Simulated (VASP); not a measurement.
CdSe:

```
Cd Se
1.0
     4.24229   -0.01848    0.06373
    -2.13715    3.77035   -0.06004
     0.20799   -0.10618   13.91532
Cd Se
4 4
Cartesian
  -0.0950 0.2221 -0.0560
  0.1413 2.6114 3.6165
  0.2228 -0.0384 7.0361
  2.3258 1.0020 10.4265
  0.0884 -0.0629 2.5443
  0.0365 2.5246 6.2615
  0.1010 -0.0347 9.5792
  2.1253 1.1820 12.9304
```

```yaml
Program: VASP 6.6.1
Task: relaxation of cell and atoms
Functional: PBEsol
Potentials_or_basis: VASP PAW PBE potentials, release 64 (Cd, Se)
Cutoff: 600 eV
k_mesh: 6 × 6 × 2
Occupations: fermi-dirac, width 0.05 eV
Spin: no spin polarisation
```

At the start: pressure 2.5 GPa; volume 27.75 Å³/atom.

**Question.** Where does the relaxation end?

**Answer.** Over 31 steps the energy falls by 91.8 meV/atom and the volume is 28.28 Å³/atom (+1.9 %); space group P1 (No. 1, to 0.1 Å) before, P6_3mc (No. 186, to 0.1 Å).

Step by step:
| step | energy change (eV) | largest force (eV/Å) | pressure (GPa) | volume (Å³) |
| --- | --- | --- | --- | --- |
| 1 | 0.0000 | 1.8865 | 2.52 | 221.96 |
| 2 | -0.4926 | 0.5091 | -1.87 | 235.98 |
| 3 | -0.5032 | 0.5974 | -1.42 | 233.76 |
| 4 | -0.6190 | 0.4296 | -0.20 | 227.09 |
| 5 | -0.6325 | 0.4292 | 0.50 | 224.06 |
| 6 | -0.6721 | 0.2572 | 0.25 | 225.04 |
| 7 | -0.6888 | 0.2369 | -0.01 | 226.23 |
| 8 | -0.7088 | 0.1924 | -0.11 | 226.60 |
| 9 | -0.7140 | 0.1880 | -0.16 | 226.89 |
| 10 | -0.7230 | 0.0972 | 0.12 | 225.65 |
| 11 | -0.7231 | 0.0843 | 0.15 | 225.47 |
| 12 | -0.7250 | 0.0492 | -0.10 | 226.55 |
| 13 | -0.7250 | 0.0491 | -0.10 | 226.52 |
| 14 | -0.7262 | 0.0484 | -0.01 | 226.14 |
| 15 | -0.7263 | 0.0630 | 0.05 | 225.93 |
| 16 | -0.7273 | 0.0572 | 0.01 | 226.10 |
| 17 | -0.7276 | 0.0635 | -0.02 | 226.25 |
| 18 | -0.7284 | 0.0514 | -0.03 | 226.28 |
| 19 | -0.7296 | 0.0735 | -0.03 | 226.37 |
| 20 | -0.7308 | 0.0545 | 0.02 | 226.13 |
| 21 | -0.7317 | 0.0560 | 0.17 | 225.52 |
| 22 | -0.7318 | 0.0469 | 0.14 | 225.66 |
| 23 | -0.7326 | 0.0457 | 0.03 | 226.12 |
| 24 | -0.7328 | 0.0483 | -0.07 | 226.56 |
| 25 | -0.7334 | 0.0327 | -0.04 | 226.47 |
| 26 | -0.7338 | 0.0410 | -0.01 | 226.32 |
| 27 | -0.7341 | 0.0214 | 0.02 | 226.21 |
| 28 | -0.7341 | 0.0187 | 0.04 | 226.13 |
| 29 | -0.7342 | 0.0107 | -0.02 | 226.36 |
| 30 | -0.7342 | 0.0108 | -0.02 | 226.37 |
| 31 | -0.7343 | 0.0089 | 0.01 | 226.26 |

Final structure:
```
CELL_PARAMETERS angstrom
4.30935 0.00423 -0.00108
-2.15348 3.73088 0.00094
-0.00066 -0.00191 14.06511
ATOMIC_POSITIONS crystal
Cd 0.00103 0.01158 0.00115
Cd 0.33927 0.67966 0.25134
Cd 0.00701 0.00717 0.50119
Cd 0.66736 0.34153 0.75127
Se 0.00546 0.01292 0.18884
Se 0.34058 0.67422 0.43915
Se 0.00137 0.00830 0.68883
Se 0.66736 0.34476 0.93910
```

Caveat: the PAW data sets were made with another functional, which shifts forces and pressure a little.
